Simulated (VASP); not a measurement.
# Nb (Im-3m) in VASP: notebook

The runs below take Nb through single point, with PBE.

Everything below comes from runs of VASP 6.6.1. Logs are shortened: lines on timing, memory, paths and dates and some standing lists are left out, and cuts for length are marked.

**1. The cell of the first run**

It takes space group Im-3m (No. 229, cubic). Conventional cell: a = 3.376 Å, b = 3.376 Å, c = 3.376 Å, α = 90.00°, β = 90.00°, γ = 90.00°. Within 3.9 Å of Nb (site symmetry m-3m) lie 14 Nb at 2.92 to 3.38 Å.

**2. Single point, PBE (volume scaled by 1.06)**

INCAR

```
PREC = Accurate
ENCUT = 520
EDIFF = 1E-7
ISMEAR = 0
SIGMA = 0.1
LREAL = False
LASPH = True
NELM = 80
ALGO = Normal
ISIF = 2
LWAVE = False
LCHARG = False
GGA = PE
NBANDS = 12
```

KPOINTS

```
regular mesh
0
Gamma
  18 18 18
```

POSCAR

```
Nb
1.0
   -1.6880281655      1.6880281655      1.6880281655
    1.6880281655     -1.6880281655      1.6880281655
    1.6880281655      1.6880281655     -1.6880281655
Nb
1
Direct
    0.0000000000      0.0000000000      0.0000000000
```

Potentials or basis: VASP PAW PBE potentials, release 64 (Nb_sv).

Run with:

```console
cat potpaw_PBE.64/Nb_sv/POTCAR > POTCAR
mpirun -np 1 vasp_std > vasp.out
```

OUTCAR:

```text
PREC = Accurate
   ENCUT = 520
   EDIFF = 1E-7
   ISMEAR = 0
   LREAL = False
   LASPH = True
   NELM = 80
   ISIF = 2
   GGA = PE

 ion  position               nearest neighbor table
   1  0.000  0.000  0.000-

  LATTYP: Found a body centered cubic cell.
 ALAT       =     3.3760563310

  Lattice vectors:

 A1 = (  -1.6880281655,   1.6880281655,   1.6880281655)
 A2 = (   1.6880281655,  -1.6880281655,   1.6880281655)
 A3 = (   1.6880281655,   1.6880281655,  -1.6880281655)

Analysis of symmetry for initial positions (statically):
=====================================================================
 Subroutine PRICEL returns:
 Original cell was already a primitive cell.

 Routine SETGRP: Setting up the symmetry group for a
 body centered cubic supercell.

 Subroutine GETGRP returns: Found 48 space group operations
 (whereof 48 operations were pure point group operations)
 out of a pool of 48 trial point group operations.

The static configuration has the point symmetry O_h .

Analysis of symmetry for dynamics (positions and initial velocities):
=====================================================================
 Subroutine PRICEL returns:
 Original cell was already a primitive cell.

 Routine SETGRP: Setting up the symmetry group for a
 body centered cubic supercell.

 Subroutine GETGRP returns: Found 48 space group operations
 (whereof 48 operations were pure point group operations)
 out of a pool of 48 trial point group operations.

The dynamic configuration has the point symmetry O_h .

 Subroutine INISYM returns: Found 48 space group operations
 (whereof 48 operations are pure point group operations),
 and found     1 'primitive' translations

----------------------------------------------------------------------------------------

                                     Primitive cell

  volume of cell :      19.2397

  direct lattice vectors                    reciprocal lattice vectors
    -1.688028166  1.688028166  1.688028166     0.000000000  0.296203588  0.296203588
     1.688028166 -1.688028166  1.688028166     0.296203588  0.000000000  0.296203588
     1.688028166  1.688028166 -1.688028166     0.296203588  0.296203588  0.000000000

  length of vectors
     2.923750547  2.923750547  2.923750547     0.418895132  0.418895132  0.418895132

  position of ions in fractional coordinates (direct lattice)
     0.000000000  0.000000000  0.000000000

  ion indices of the primitive-cell ions
   primitive index   ion index
                 1           1

----------------------------------------------------------------------------------------

 KPOINTS: regular mesh

Automatic generation of k-mesh.
 Grid dimensions read from file:
 generate k-points for:   18   18   18

 Generating k-lattice:

  Cartesian coordinates                     Fractional coordinates (reciprocal lattice)
     0.000000000  0.016455755  0.016455755     0.055555556  0.000000000  0.000000000
     0.016455755  0.000000000  0.016455755     0.000000000  0.055555556  0.000000000
     0.016455755  0.016455755  0.000000000     0.000000000  0.000000000  0.055555556

  Length of vectors
     0.023271952  0.023271952  0.023271952

  Shift w.r.t. Gamma in fractional coordinates (k-lattice)
     0.000000000  0.000000000  0.000000000

 Subroutine IBZKPT returns following result:
 ===========================================

 Found    195 irreducible k-points:

 Following reciprocal coordinates:
            Coordinates               Weight
  0.000000  0.000000  0.000000      1.000000
  0.055556  0.000000  0.000000     12.000000
  0.111111  0.000000  0.000000     12.000000
  0.166667  0.000000  0.000000     12.000000
  0.222222  0.000000  0.000000     12.000000
  0.277778  0.000000  0.000000     12.000000
[... 16 lines left out ...]
  0.333333  0.111111  0.000000     48.000000
  0.388889  0.111111  0.000000     48.000000
 [... further k-points ...]
   k-points           NKPTS =    195   k-points in BZ     NKDIM =    195   number of bands    NBANDS=     12
   number of dos      NEDOS =    301   number of ions     NIONS =      1
   total plane-waves  NPLWV =  13824
   dimension x,y,z NGX =    24 NGY =   24 NGZ =   24
   dimension x,y,z NGXF=    48 NGYF=   48 NGZF=   48
   ions per type =               1
   NGX,Y,Z   is equivalent  to a cutoff of  13.65, 13.65, 13.65 a.u.
   NGXF,Y,Z  is equivalent  to a cutoff of  27.29, 27.29, 27.29 a.u.
 SYSTEM =  unknown system
   PREC   = accura    normal or accurate (medium, high low for compatibility)
   ISTART =      0    job   : 0-new  1-cont  2-samecut
   ICHARG =      2    charge: 1-file 2-atom 10-const
   ISPIN  =      1    spin polarized calculation?
   LNONCOLLINEAR =      F non collinear calculations
   LSORBIT =      F    spin-orbit coupling
   LASPH  =      T    aspherical Exc in radial PAW
   ENCUT  =  520.0 eV  38.22 Ry    6.18 a.u.   5.44  5.44  5.44*2*pi/ulx,y,z
   NELM   =     80;   NELMIN=  2; NELMDL= -5     # of ELM steps
   EDIFF  = 0.1E-06   stopping-criterion for ELM
   LREAL  =      F    real-space projection
   EDIFFG = 0.1E-05   stopping-criterion for IOM
   NSW    =      0    number of steps for IOM
   IBRION =     -1    ionic relax: 0-MD 1-quasi-New 2-CG
   NFREE  =      0    steps in history (QN), initial steepest desc. (CG)
   ISIF   =      2    stress and relaxation
   ISYM   =      2    0-nonsym 1-usesym 2-fastsym
   POTIM  = 0.5000    time-step for ionic-motion
   TEBEG  =    0.0;   TEEND  =   0.0 temperature during run
   PSTRESS=    0.0 pullay stress
   NELECT =      13.0000    total number of electrons
   NUPDOWN=      -1.0000    fix difference up-down
   EMIN   =  10.00;   EMAX   =-10.00  energy-range for DOS
   EFERMI =   0.00;   METHOD = LEGACY
   ISMEAR =     0;   SIGMA  =   0.10  broadening in eV -4-tet -1-fermi 0-gaus
   EFERMI_NEDOS =   21; number of points for ismear=-14 and -15
   IALGO  =     38    algorithm
   IMIX   =      4    mixing-type and parameters
     AMIX     =   0.40;   BMIX     =  1.00
     AMIX_MAG =   1.60;   BMIX_MAG =  1.00
  volume/ion in A,a.u.               =      19.24       129.84
  Fermi-wavevector in a.u.,A,eV,Ry     =   1.436557  2.714700 28.078297  2.063697
  Thomas-Fermi vector in A             =   2.555732
   LORBIT       =      0    0 simple, 1 ext, 2 COOP (PROOUT), +10 PAW based schemes
   GGA     = PE    functional components
   LHFCALC =     F    Hartree Fock is set to
   AEXX    =    0.0000 exact exchange contribution
   IVDW    =     0    specifies the selected vdW correction
   LEPSILON=     F    determine dielectric tensor
   LRPA    =     F    only Hartree local field effects (RPA)
 non-spin polarized calculation
 Gauss-broadening in eV      SIGMA  =   0.10
  energy-cutoff  :      520.00
  volume of cell :       19.24
 maximum number of plane-waves:       537
 NGX is ok and might be reduce to    24
   NGX = 11   NGY = 11   NGZ = 11

 number of electron      13.0000000 magnetization

 Free energy of the ion-electron system (eV)
  ---------------------------------------------------
  ext. energy  EPLUGINS =         0.00000000
  ---------------------------------------------------
  free energy    TOTEN  =       -10.18706545 eV

  energy without entropy =      -10.17851508  energy(sigma->0) =      -10.18279027

 E-fermi :  10.2645     XC(G=0): -12.1639

 val. band max:       10.2547687741   @ k =   0.1111   0.0556  -0.0000
 cond. band min:      10.2667394873   @ k =  -0.2222   0.2222   0.1111
 fundamental gap:      0.0119707131
 Fermi energy:        10.2645027857

 k-point     1 :       0.0000    0.0000    0.0000
  band No.  band energies     occupation
      1     -44.1859      2.00000
      2     -19.6094      2.00000
      3     -19.6094      2.00000
      4     -19.6094      2.00000
      5       4.4704      2.00000
      6      10.6598      0.00000
      7      10.6598      0.00000
      8      10.6598      0.00000
      9      13.3557      0.00000
     10      13.3557      0.00000
     11      24.3133      0.00000
     12      24.3133      0.00000

 k-point     2 :       0.0556    0.0000    0.0000
  band No.  band energies     occupation
      1     -44.1804      2.00000
      2     -19.6450      2.00000
      3     -19.6204      2.00000
      4     -19.6097      2.00000
      5       4.5891      2.00000
      6      10.5883      0.00000
      7      10.6436      0.00000
      8      10.7716      0.00000
      9      13.2467      0.00000
     10      13.3565      0.00000
     11      24.4122      0.00000
     12      24.5272      0.00000

 k-point     3 :       0.1111    0.0000    0.0000
  band No.  band energies     occupation
      1     -44.1644      2.00000
      2     -19.7462      2.00000
      3     -19.6518      2.00000
      4     -19.6104      2.00000
      5       4.9314      2.00000
      6      10.3901      0.07568
      7      10.5746      0.00001
      8      11.1031      0.00000
      9      13.0096      0.00000
     10      13.3643      0.00000
     11      24.6327      0.00000
     12      25.1136      0.00000

 k-point     4 :       0.1667    0.0000    0.0000
  band No.  band energies     occupation
      1     -44.1397      2.00000
      2     -19.8989      2.00000
      3     -19.6995      2.00000
      4     -19.6114      2.00000
      5       5.4508      2.00000
      6      10.1061      1.97489
      7      10.4209      0.02699
      8      11.6413      0.00000
      9      12.8302      0.00000
     10      13.3917      0.00000
     11      24.7903      0.00000
     12      25.7883      0.00000

 k-point     5 :       0.2222    0.0000    0.0000
  band No.  band energies     occupation
      1     -44.1093      2.00000
      2     -20.0822      2.00000
      3     -19.7574      2.00000
      4     -19.6127      2.00000
      5       6.0542      2.00000
      6       9.7849      2.00000
      7      10.2392      1.27936
      8      12.3632      0.00000
      9      12.8212      0.00000
     10      13.4521      0.00000
     11      24.5704      0.00000
     12      25.7734      0.00000
[... 228 lines left out ...]
      1     -44.0668      2.00000
      2     -20.2978      2.00000
      3     -19.8295      2.00000
      4     -19.6580      2.00000
      5       6.8864      2.00000
      6       9.4730      2.00000
      7       9.8774      2.00000
      8      12.6787      0.00000
      9      13.7052      0.00000
     10      13.8421      0.00000
     11      24.1107      0.00000
     12      25.0326      0.00000

 k-point    22 :       0.2778    0.1111    0.0000
  band No.  band energies     occupation
      1     -44.0378      2.00000
      2     -20.4462      2.00000
      3     -19.8979      2.00000
      4     -19.6613      2.00000
      5       7.1850      2.00000
      6       9.2207      2.00000
      7      10.1348      1.93339
      8      12.8970      0.00000
      9      13.9081      0.00000
     10      14.7460      0.00000
     11      23.1418      0.00000
     12      24.0258      0.00000

 k-point    23 :       0.3333    0.1111    0.0000
  band No.  band energies     occupation
      1     -44.0141      2.00000
      2     -20.5647      2.00000
      3     -19.9541      2.00000
      4     -19.6637      2.00000
      5       7.2255      2.00000
      6       9.0360      2.00000
      7      10.6758      0.00000
      8      13.1230      0.00000
      9      14.0289      0.00000
     10      15.7131      0.00000
     11      22.1893      0.00000
     12      23.0405      0.00000

 k-point    24 :       0.3889    0.1111    0.0000
  band No.  band energies     occupation
      1     -43.9985      2.00000
      2     -20.6411      2.00000
      3     -19.9909      2.00000
      4     -19.6651      2.00000
      5       7.1722      2.00000
      6       8.9226      2.00000
      7      11.2161      0.00000
      8      13.2262      0.00000
      9      14.1971      0.00000
     10      16.4732      0.00000
     11      21.3408      0.00000
     12      22.4481      0.00000

 [... further k-points ...]

------------------------ aborting loop because EDIFF is reached ----------------------------------------

  FORCE on cell =-STRESS in cart. coord.  units (eV):
  Direction    XX          YY          ZZ          XY          YZ          ZX
  --------------------------------------------------------------------------------------
  -------------------------------------------------------------------------------------
  Total       -1.0984955     -1.0984955     -1.0984955      0.0000000      0.0000000      0.0000000
  in kB      -91.4765537    -91.4765537    -91.4765537      0.0000000      0.0000000      0.0000000
  external PRESSURE =     -91.4765537 kB  Pullay stress =       0.0000000 kB

 VOLUME and BASIS-vectors are now :
 -----------------------------------------------------------------------------
  energy-cutoff  :      520.00
  volume of cell :       19.24
      direct lattice vectors                 reciprocal lattice vectors
    -1.688028166  1.688028166  1.688028166     0.000000000  0.296203588  0.296203588
     1.688028166 -1.688028166  1.688028166     0.296203588  0.000000000  0.296203588
     1.688028166  1.688028166 -1.688028166     0.296203588  0.296203588  0.000000000

 POSITION                                       TOTAL-FORCE (eV/Angst)
 -----------------------------------------------------------------------------------
      0.00000      0.00000      0.00000         0.000000     -0.000000      0.000000
 -----------------------------------------------------------------------------------
    total drift:                                0.000000      0.000000      0.000000

  FREE ENERGIE OF THE ION-ELECTRON SYSTEM (eV)
  ---------------------------------------------------
  free  energy   TOTEN  =       -10.1870654539 eV

  energy  without entropy=      -10.1785150802  energy(sigma->0) =      -10.18279027
```

Run time: 29 s. Hardware: 1 thread of Intel Xeon Platinum 8488C (Sapphire Rapids), shared host; peak memory 0.17 GiB.

What came out:

```
Free energy : -10.1871 eV
Pressure    : -9.1 GPa
```

Levels at points of the mesh, in eV from the Fermi level:
```
           k point  band 3  band 4  band 5  band 6  band 7  band 8  band 9  band 10
(0.00, 0.00, 0.00)  -29.87  -29.87   -5.79    0.40    0.40    0.40    3.09     3.09
(0.50, 0.00, 0.00)  -30.23  -29.88   -3.44   -1.46    2.00    3.08    3.71     5.87
(0.50, 0.50, 0.50)  -30.63  -30.63   -3.34   -3.34    5.18    5.18    5.18     8.55
```

**3. Single point, PBE (volume scaled by 1.10)**

INCAR

```
SYSTEM = Nb
PREC     = Accurate       ! precision mode
ENCUT    = 520            ! plane-wave cutoff, eV
EDIFF    = 1E-6           ! SCF threshold, eV
ISMEAR   = 0              ! smearing method
SIGMA    = 0.1            ! smearing width, eV
LREAL    = .FALSE.        ! projectors in reciprocal space
LASPH    = .TRUE.         ! aspherical terms in the spheres
NELM     = 100            ! most SCF steps
ALGO     = Normal         ! electronic algorithm
ISIF     = 2              ! what is computed and relaxed
LWAVE    = .FALSE.        ! write WAVECAR
LCHARG   = .TRUE.         ! write CHGCAR
GGA      = PE             ! functional
LELF     = .TRUE.         ! ELF
LVHAR    = .TRUE.       
NBANDS   = 12             ! bands
```

KPOINTS

```
regular mesh
0
G
  18 18 18
  0 0 0
```

POSCAR

```
Nb
1.0
   -1.7089996038      1.7089996038      1.7089996038
    1.7089996038     -1.7089996038      1.7089996038
    1.7089996038      1.7089996038     -1.7089996038
Nb
1
Direct
    0.0000000000      0.0000000000      0.0000000000
```

Potentials or basis: VASP PAW PBE potentials, release 64 (Nb_sv).

Run with:

```console
cat potpaw_PBE.64/Nb_sv/POTCAR > POTCAR
mpirun -np 1 vasp_std > vasp.out
```

Run time: 27 s. Hardware: 1 thread of Intel Xeon Platinum 8488C (Sapphire Rapids), shared host; peak memory 0.17 GiB.

It converged, with:

```yaml
Free_energy: -10.1351 eV
Pressure: -13.8 GPa
```

Levels at points of the mesh, in eV from the Fermi level:
```tsv
k point	band 2	band 3	band 4	band 5	band 6	band 7	band 8	band 9	band 10	band 11
(0.00, 0.00, 0.00)	-30.00	-30.00	-30.00	-5.72	0.39	0.39	0.39	2.97	2.97	13.93
(0.50, 0.00, 0.00)	-30.98	-30.31	-30.01	-3.31	-1.37	1.85	2.95	3.55	5.58	10.54
(0.50, 0.50, 0.50)	-30.68	-30.68	-30.68	-3.15	-3.15	4.93	4.93	4.93	8.26	8.26
```
